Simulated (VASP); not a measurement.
# AlN (P6_3mc) in VASP: a series of runs, part 2 of 2

VASP 6.6.1.

## (4) Single point, PBE

This run uses another cell than the first one, of the same volume but with other edges.

Input file INCAR:

```
SYSTEM = AlN
PREC     = Accurate       ! precision mode
ENCUT    = 600            ! plane-wave cutoff, eV
EDIFF    = 1E-6           ! SCF threshold, eV
ISMEAR   = 0              ! smearing method
SIGMA    = 0.05           ! smearing width, eV
LREAL    = .False.        ! projectors in reciprocal space
LASPH    = .True.         ! aspherical terms in the spheres
NELM     = 120            ! most SCF steps
ALGO     = Normal         ! electronic algorithm
ISIF     = 2              ! what is computed and relaxed
LWAVE    = .False.        ! write WAVECAR
LCHARG   = .False.        ! write CHGCAR
GGA      = PE             ! functional
NBANDS   = 16             ! bands
GGA_COMPAT= .False.
```

Input file KPOINTS:

```
regular mesh
0
Gamma
  7 7 4
  0 0 0
```

Input file POSCAR:

```
AlN
1.0
    3.1949584145      0.0000000000      0.0000000000
   -1.5974792073      2.7669181459      0.0000000000
    0.0000000000      0.0000000000      4.7287283242
Al N
2 2
Direct
    0.3333333333      0.6666666667      0.0000000000
    0.6666666667      0.3333333333      0.5000000000
    0.3333333333      0.6666666667      0.3800000000
    0.6666666667      0.3333333333      0.8800000000
```

Potentials or basis: VASP PAW PBE potentials, release 64 (Al, N).

Command:

```
$ cat potpaw_PBE.64/Al/POTCAR potpaw_PBE.64/N/POTCAR > POTCAR
$ mpirun -np 1 vasp_std > vasp.out
```

OUTCAR:

```text
SYSTEM = AlN
   PREC = Accurate
   ENCUT = 600
   EDIFF = 1E-6
   ISMEAR = 0
   LREAL = .False.
   LASPH = .True.
   NELM = 120
   ISIF = 2
   GGA = PE

 ion  position               nearest neighbor table
   1  0.333  0.667  0.000-   3 1.80   4 1.93   4 1.93   4 1.93   2 3.00   2 3.00   2 3.00   2 3.00
                             2 3.00   2 3.00
   2  0.667  0.333  0.500-   4 1.80   3 1.93   3 1.93   3 1.93   1 3.00   1 3.00   1 3.00   1 3.00
                             1 3.00   1 3.00
   3  0.333  0.667  0.380-   1 1.80   2 1.93   2 1.93   2 1.93
   4  0.667  0.333  0.880-   2 1.80   1 1.93   1 1.93   1 1.93

  LATTYP: Found a hexagonal cell.
 ALAT       =     3.1949584145
 C/A-ratio  =     1.4800594282

  Lattice vectors:

 A1 = (   3.1949584145,   0.0000000000,   0.0000000000)
 A2 = (  -1.5974792073,   2.7669181459,   0.0000000000)
 A3 = (   0.0000000000,   0.0000000000,   4.7287283242)

Analysis of symmetry for initial positions (statically):
=====================================================================
 Subroutine PRICEL returns:
 Original cell was already a primitive cell.

 Routine SETGRP: Setting up the symmetry group for a
 hexagonal supercell.

 Subroutine GETGRP returns: Found 12 space group operations
 (whereof  6 operations were pure point group operations)
 out of a pool of 24 trial point group operations.

The static configuration has the point symmetry C_3v.
 The point group associated with its full space group is C_6v.

Analysis of symmetry for dynamics (positions and initial velocities):
=====================================================================
 Subroutine PRICEL returns:
 Original cell was already a primitive cell.

 Routine SETGRP: Setting up the symmetry group for a
 hexagonal supercell.

 Subroutine GETGRP returns: Found 12 space group operations
 (whereof  6 operations were pure point group operations)
 out of a pool of 24 trial point group operations.

The dynamic configuration has the point symmetry C_3v.
 The point group associated with its full space group is C_6v.

 Subroutine INISYM returns: Found 12 space group operations
 (whereof  6 operations are pure point group operations),
 and found     1 'primitive' translations

----------------------------------------------------------------------------------------

                                     Primitive cell

  volume of cell :      41.8028

  direct lattice vectors                    reciprocal lattice vectors
     3.194958414  0.000000000  0.000000000     0.312993119  0.180706466  0.000000000
    -1.597479207  2.766918146  0.000000000     0.000000000  0.361412932  0.000000000
     0.000000000  0.000000000  4.728728324     0.000000000  0.000000000  0.211473346

  length of vectors
     3.194958414  3.194961008  4.728728324     0.361413226  0.361412932  0.211473346

  position of ions in fractional coordinates (direct lattice)
     0.333333333  0.666666667  0.000000000
     0.666666667  0.333333333  0.500000000
     0.333333333  0.666666667  0.380000000
     0.666666667  0.333333333  0.880000000

  ion indices of the primitive-cell ions
   primitive index   ion index
                 1           1
                 2           2
                 3           3
[... 27 lines left out ...]

 Following reciprocal coordinates:
            Coordinates               Weight
  0.000000  0.000000  0.000000      1.000000
  0.142857  0.000000  0.000000      6.000000
  0.285714  0.000000  0.000000      6.000000
  0.428571  0.000000  0.000000      6.000000
  0.142857  0.142857  0.000000      6.000000
  0.285714  0.142857  0.000000     12.000000
[... 16 lines left out ...]
  0.428571  0.142857  0.500000      6.000000
  0.285714  0.285714  0.500000      6.000000
   k-points           NKPTS =     24   k-points in BZ     NKDIM =     24   number of bands    NBANDS=     16
   number of dos      NEDOS =    301   number of ions     NIONS =      4
   total plane-waves  NPLWV =  31360
   dimension x,y,z NGX =    28 NGY =   28 NGZ =   40
   dimension x,y,z NGXF=    56 NGYF=   56 NGZF=   80
   ions per type =               2   2
   NGX,Y,Z   is equivalent  to a cutoff of  14.57, 14.57, 14.06 a.u.
   NGXF,Y,Z  is equivalent  to a cutoff of  29.14, 29.14, 28.13 a.u.
 SYSTEM =  AlN
   PREC   = accura    normal or accurate (medium, high low for compatibility)
   ISTART =      0    job   : 0-new  1-cont  2-samecut
   ICHARG =      2    charge: 1-file 2-atom 10-const
   ISPIN  =      1    spin polarized calculation?
   LNONCOLLINEAR =      F non collinear calculations
   LSORBIT =      F    spin-orbit coupling
   LASPH  =      T    aspherical Exc in radial PAW
   ENCUT  =  600.0 eV  44.10 Ry    6.64 a.u.   6.38  6.38  9.44*2*pi/ulx,y,z
   NELM   =    120;   NELMIN=  2; NELMDL= -5     # of ELM steps
   EDIFF  = 0.1E-05   stopping-criterion for ELM
   LREAL  =      F    real-space projection
   EDIFFG = 0.1E-04   stopping-criterion for IOM
   NSW    =      0    number of steps for IOM
   IBRION =     -1    ionic relax: 0-MD 1-quasi-New 2-CG
   NFREE  =      0    steps in history (QN), initial steepest desc. (CG)
   ISIF   =      2    stress and relaxation
   ISYM   =      2    0-nonsym 1-usesym 2-fastsym
   POTIM  = 0.5000    time-step for ionic-motion
   TEBEG  =    0.0;   TEEND  =   0.0 temperature during run
   PSTRESS=    0.0 pullay stress
   NELECT =      16.0000    total number of electrons
   NUPDOWN=      -1.0000    fix difference up-down
   EMIN   =  10.00;   EMAX   =-10.00  energy-range for DOS
   EFERMI =   0.00;   METHOD = LEGACY
   ISMEAR =     0;   SIGMA  =   0.05  broadening in eV -4-tet -1-fermi 0-gaus
   EFERMI_NEDOS =   21; number of points for ismear=-14 and -15
   IALGO  =     38    algorithm
   IMIX   =      4    mixing-type and parameters
     AMIX     =   0.40;   BMIX     =  1.00
     AMIX_MAG =   1.60;   BMIX_MAG =  1.00
  volume/ion in A,a.u.               =      10.45        70.52
  Fermi-wavevector in a.u.,A,eV,Ry     =   1.188629  2.246182 19.222829  1.412838
  Thomas-Fermi vector in A             =   2.324754
   LORBIT       =      0    0 simple, 1 ext, 2 COOP (PROOUT), +10 PAW based schemes
   GGA     = PE    functional components
   LHFCALC =     F    Hartree Fock is set to
   AEXX    =    0.0000 exact exchange contribution
   IVDW    =     0    specifies the selected vdW correction
   LEPSILON=     F    determine dielectric tensor
   LRPA    =     F    only Hartree local field effects (RPA)
 non-spin polarized calculation
 Gauss-broadening in eV      SIGMA  =   0.05
  energy-cutoff  :      600.00
  volume of cell :       41.80
 maximum number of plane-waves:      1417
 NGX is ok and might be reduce to    28

 number of electron      15.9999999 magnetization

 Free energy of the ion-electron system (eV)
  ---------------------------------------------------
  ext. energy  EPLUGINS =         0.00000000
  ---------------------------------------------------
  free energy    TOTEN  =       -29.52699832 eV

  energy without entropy =      -29.52699832  energy(sigma->0) =      -29.52699832

 E-fermi :   6.5274     XC(G=0): -10.8994

 val. band max:        6.3154959958   @ k =   0.0000   0.0000   0.0000
 cond. band min:      10.3194451996   @ k =   0.0000   0.0000   0.0000
 fundamental gap:      4.0039492038
 Fermi energy:         6.5273615955

 k-point     1 :       0.0000    0.0000    0.0000
  band No.  band energies     occupation
      1      -9.0565      2.00000
      2      -6.5762      2.00000
      3       0.3879      2.00000
      4       4.9800      2.00000
      5       4.9800      2.00000
      6       5.8730      2.00000
[... 433 lines left out ...]
      3       1.0427      2.00000
      4       1.0427      2.00000
      5       2.6743      2.00000
      6       2.6743      2.00000
[... 8 lines left out ...]
     15      19.7734      0.00000
     16      19.7734      0.00000

------------------------ aborting loop because EDIFF is reached ----------------------------------------

  FORCE on cell =-STRESS in cart. coord.  units (eV):
  Direction    XX          YY          ZZ          XY          YZ          ZX
  --------------------------------------------------------------------------------------
  -------------------------------------------------------------------------------------
  Total       -1.8593120     -1.8593160      7.3372442      0.0000000     -0.0000000      0.0000000
  in kB      -71.2618302    -71.2619845    281.2144758      0.0000000     -0.0000000      0.0000000
  external PRESSURE =      46.2302204 kB  Pullay stress =       0.0000000 kB

 VOLUME and BASIS-vectors are now :
 -----------------------------------------------------------------------------
  energy-cutoff  :      600.00
  volume of cell :       41.80
      direct lattice vectors                 reciprocal lattice vectors
     3.194958414  0.000000000  0.000000000     0.312993119  0.180706466  0.000000000
    -1.597479207  2.766918146  0.000000000     0.000000000  0.361412932  0.000000000
     0.000000000  0.000000000  4.728728324     0.000000000  0.000000000  0.211473346

 POSITION                                       TOTAL-FORCE (eV/Angst)
 -----------------------------------------------------------------------------------
     -0.00000      1.84461      0.00000        -0.000000      0.000000     -1.454245
      1.59748      0.92231      2.36436        -0.000000      0.000000     -1.454245
     -0.00000      1.84461      1.79692         0.000000      0.000000      1.454245
      1.59748      0.92231      4.16128        -0.000000      0.000000      1.454245
 -----------------------------------------------------------------------------------
    total drift:                               -0.000000      0.000000      0.001318

  FREE ENERGIE OF THE ION-ELECTRON SYSTEM (eV)
  ---------------------------------------------------
  free  energy   TOTEN  =       -29.5269983239 eV

  energy  without entropy=      -29.5269983239  energy(sigma->0) =      -29.52699832
```

Run time: 15 s. Hardware: 1 thread of Intel Xeon Platinum 8488C (Sapphire Rapids), shared host; peak memory 0.17 GiB.

Results:

- Free energy: -29.5270 eV
- Pressure: 4.6 GPa
- Largest force: 1.454 eV/Å
- Band gap on the k mesh: 4.00 eV

Forces in eV/Å, atoms in the order of the input:
```
Al   0.000  0.000 -1.454
Al   0.000  0.000 -1.454
N    0.000  0.000  1.454
N    0.000  0.000  1.454
```

Caveat: the stress differs along the axes, from -7 to 28 GPa; forces of over 1 eV/Å act on the atoms, so gaps and moduli don't describe the material at rest.

## (5) Single point, PBE

This run uses another cell than the first one, of the same volume but with other edges.

INCAR is that of step 4.

Input file KPOINTS:

```
Automatic mesh
0
Gamma
  7 7 4
  0 0 0
```

Input file POSCAR:

```
AlN
1.0
    3.1529146027      0.0000000000      0.0000000000
   -1.5764573013      2.7305070973      0.0000000000
    0.0000000000      0.0000000000      4.8556834564
Al N
2 2
Direct
    0.3333333333      0.6666666667      0.0000000000
    0.6666666667      0.3333333333      0.5000000000
    0.3333333333      0.6666666667      0.3800000000
    0.6666666667      0.3333333333      0.8800000000
```

Command:

```
$ cat potpaw_PBE.64/Al/POTCAR potpaw_PBE.64/N/POTCAR > POTCAR
$ mpirun -np 1 vasp_std > vasp.out
```

It took 14 s on 1 thread of Intel Xeon Platinum 8488C (Sapphire Rapids), shared host; peak memory 0.17 GiB.

Results (log left out):

```yaml
Free_energy: -29.7098 eV
Pressure: 3.5 GPa
Largest_force: 0.688 eV/Å
Band_gap_on_the_k_mesh: 4.12 eV
```

Forces in eV/Å, atoms in the order of the input:
```
Al   0.000  0.000 -0.688
Al   0.000  0.000 -0.688
N    0.000  0.000  0.688
N    0.000  0.000  0.688
```

Stress tensor (GPa, compression positive):
```
-2.38  0.00  0.00
 0.00 -2.38  0.00
 0.00  0.00 15.39
```

Levels at points of the mesh, in eV from the valence-band top:
| k point | band 4 | band 5 | band 6 | band 7 | band 8 | band 9 | band 10 | band 11 | band 12 | band 13 |
| --- | --- | --- | --- | --- | --- | --- | --- | --- | --- | --- |
| (0.00, 0.00, 0.00) | -1.09 | -1.09 | -0.33 | -0.33 | 0.00 | 4.12 | 6.20 | 10.69 | 10.71 | 10.71 |
| (0.00, 0.00, 0.50) | -3.27 | -0.72 | -0.72 | -0.72 | -0.72 | 6.21 | 6.21 | 10.41 | 10.41 | 11.02 |

Caveat: the stress differs along the axes, from -2 to 15 GPa. A hybrid or GW would open this gap; PBE tends to underestimate it.

## (6) Single point, PBE

This run uses another cell than the first one, of the same volume but with other edges.

Input file INCAR:

```
SYSTEM = AlN
PREC = Accurate
ENCUT = 600
EDIFF = 1E-6
ISMEAR = 0
SIGMA = 0.05
LREAL = .False.
LASPH = .True.
NELM = 120
ALGO = Normal
ISIF = 2
LWAVE = .False.
LCHARG = .True.
GGA = PE
LELF = .True.
LVHAR = .True.
NBANDS = 16
GGA_COMPAT = .False.
```

KPOINTS is that of step 5.

Input file POSCAR:

```
AlN
1.0
    3.1130000000      0.0000000000      0.0000000000
   -1.5565000000      2.6959400000      0.0000000000
    0.0000000000      0.0000000000      4.9810000000
Al N
2 2
Direct
    0.3333333333      0.6666666667      0.0000000000
    0.6666666667      0.3333333333      0.5000000000
    0.3333333333      0.6666666667      0.3800000000
    0.6666666667      0.3333333333      0.8800000000
```

Potentials or basis: VASP PAW PBE potentials, release 64 (Al, N).

Command:

```
$ cat potpaw_PBE.64/Al/POTCAR potpaw_PBE.64/N/POTCAR > POTCAR
$ mpirun -np 1 vasp_std > vasp.out
```

It took 15 s on 1 thread of Intel Xeon Platinum 8488C (Sapphire Rapids), shared host; peak memory 0.17 GiB.

The run converged. Its results:

```
Free energy            : -29.7740 eV
Pressure               : 3.3 GPa
Largest force          : 0.129 eV/Å
Band gap on the k mesh : 4.22 eV
```

Forces on the atoms (eV/Å):
```
Al   0.000  0.000 -0.129
Al   0.000  0.000 -0.129
N    0.000  0.000  0.129
N    0.000  0.000  0.129
```

Stress tensor (GPa, compression positive):
```
2.79 0.00 0.00
0.00 2.79 0.00
0.00 0.00 4.44
```

Levels at points of the mesh, in eV from the valence-band top:
| k point | band 6 | band 7 | band 8 | band 9 | band 10 | band 11 |
| --- | --- | --- | --- | --- | --- | --- |
| (0.00, 0.00, 0.00) | -0.18 | -0.18 | 0.00 | 4.22 | 6.66 | 10.62 |
| (0.00, 0.00, 0.50) | -0.52 | -0.52 | -0.52 | 6.47 | 6.47 | 10.34 |

Caveat: the cell stands under pressure.

## (7) Overview

```tsv
cell	gap on the mesh (eV)	pressure (GPa)	largest force (eV/Å)
a = 3.286, b = 3.286, c = 4.470 Å, angles 90.0, 90.0, 120.0°, 4 atoms	3.82	10.1	3.86
a = 3.239, b = 3.239, c = 4.600 Å, angles 90.0, 90.0, 120.0°, 4 atoms	3.90	6.7	2.49
a = 3.195, b = 3.195, c = 4.729 Å, angles 90.0, 90.0, 120.0°, 4 atoms	4.00	4.6	1.45
a = 3.153, b = 3.153, c = 4.856 Å, angles 90.0, 90.0, 120.0°, 4 atoms	4.12	3.5	0.69
a = 3.113, b = 3.113, c = 4.981 Å, angles 90.0, 90.0, 120.0°, 4 atoms	4.22	3.3	0.13
```

Alike in all rows: task single point; level PBE; potentials or basis VASP PAW PBE potentials, release 64 (Al, N); no spin polarisation; k mesh 7 × 7 × 4; cutoff (eV) 600; smearing gaussian 0.05 eV.

Caveats: forces of over 1 eV/Å act on the atoms, so gaps and moduli don't describe the material at rest (at least some runs); the stress differs along the axes, from -15 to 60 GPa (at least some runs); the stress differs along the axes, from -11 to 43 GPa (at least some runs); the stress differs along the axes, from -7 to 28 GPa (at least some runs); the stress differs along the axes, from -2 to 15 GPa (at least some runs); the cell stands under pressure (at least some runs).

Absolute energies hang on the potentials; compare differences alone.
